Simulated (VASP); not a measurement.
Input of a VASP 6.6.1 run:

INCAR

```
SYSTEM = In3Sb3H10
PREC = Accurate
ENCUT = 400
EDIFF = 1E-6
ISMEAR = 0
SIGMA = 0.05
LREAL = Auto
LASPH = .TRUE.
NELM = 120
ALGO = Normal
ISIF = 2
LWAVE = .FALSE.
LCHARG = .FALSE.
GGA = PS
NBANDS = 61
GGA_COMPAT = .FALSE.
```

The input KPOINTS:

```
regular mesh
0
G
  1 1 9
  0 0 0
```

Contents of POSCAR:

```
In3Sb3H10
1.0
   15.9000000000      0.0000000000      0.0000000000
    0.0000000000     16.2000000000      0.0000000000
    0.0000000000      0.0000000000      6.5198581153
In Sb H
3 3 10
Direct
    0.5518014163      0.5508421308      0.0000000000
    0.5518014163      0.3496119420      0.5000000000
    0.3467744315      0.5508421308      0.5000000000
    0.6543149086      0.4502270364      0.2500000000
    0.4492879239      0.6514572251      0.2500000000
    0.4492879239      0.4502270364      0.7500000000
    0.6149831438      0.6128538263      0.8459185076
    0.6149831438      0.2876002464      0.6540814924
    0.4886196887      0.2876002464      0.3459185076
    0.7164072961      0.5111695648      0.4014249149
    0.7164072961      0.3892845080      0.0985750851
    0.2835927039      0.6128538263      0.6540814924
    0.2835927039      0.4888304352      0.3459185076
    0.5113803113      0.7123997536      0.4014249149
    0.3871955364      0.7123997536      0.0985750851
    0.3871955364      0.3892845080      0.9014249149
```

Potentials or basis: VASP PAW PBE potentials, release 64 (In_d, Sb_d_GW, H).

Launch:

```console
$ cat potpaw_PBE.64/In_d/POTCAR potpaw_PBE.64/Sb_d_GW/POTCAR potpaw_PBE.64/H/POTCAR > POTCAR
$ mpirun -np 1 vasp_std > vasp.out
```

(1) Estimate the largest force.

(2) Predict the band gap on the k mesh.

## Answers

(1) 0.918 eV/Å.

(2) 2.97 eV.

Caveat: the PAW data sets were made with another functional, which shifts forces and pressure a little; spin-orbit coupling is left out, which moves the levels of the heavy elements.
